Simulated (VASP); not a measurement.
A run of VASP 6.6.1 is set up as follows.

INCAR

```
ALGO     = Normal         # electronic algorithm
EDIFF    = 1E-7           # SCF threshold, eV
ENCUT    = 520            # plane-wave cutoff, eV
GGA      = PS             # functional
ISIF     = 2              # what is computed and relaxed
ISMEAR   = -1             # smearing method
ISPIN    = 2              # spin polarisation
LASPH    = True           # aspherical terms in the spheres
LCHARG   = True           # write CHGCAR
LELF     = True           # ELF
LMAXMIX  = 4              # l up to which the mixer works
LORBIT   = 11             # projections on sites
LREAL    = False          # projectors in reciprocal space
LVHAR    = True         
LWAVE    = False          # write WAVECAR
MAGMOM   = 0.8 0          # initial moments
NBANDS   = 18             # bands
NELM     = 150            # most SCF steps
NUPDOWN  = 0.8            # fixed moment
PREC     = Accurate       # precision mode
SIGMA    = 0.05           # smearing width, eV
```

File KPOINTS:

```
k-points
0
Gamma
  8 8 7
```

The input POSCAR:

```
AlNi
1.0
    1.9386940000     -1.9531901500      0.0000000000
    1.9386940000      1.9531901500      0.0000000000
    0.0000000000      0.0000000000      3.0994300413
Ni Al
1 1
Direct
    0.5000000000      0.5000000000      0.5000000000
    0.0000000000      0.0000000000      0.0000000000
```

Potentials or basis: VASP PAW PBE potentials, release 64 (Ni, Al).

Command:

```bash
$ cat potpaw_PBE.64/Ni/POTCAR potpaw_PBE.64/Al/POTCAR > POTCAR
$ mpirun -np 1 vasp_std > vasp.out
```

Question: Predict the pressure.

Answer: 2.9 GPa.

Stress tensor (GPa, compression positive):
```
 5.31  0.00  0.00
 0.00  3.52  0.00
 0.00  0.00 -0.13
```

Caveat: the PAW data sets were made with another functional, which shifts forces and pressure a little; the total moment is fixed, so each spin has its own Fermi level.
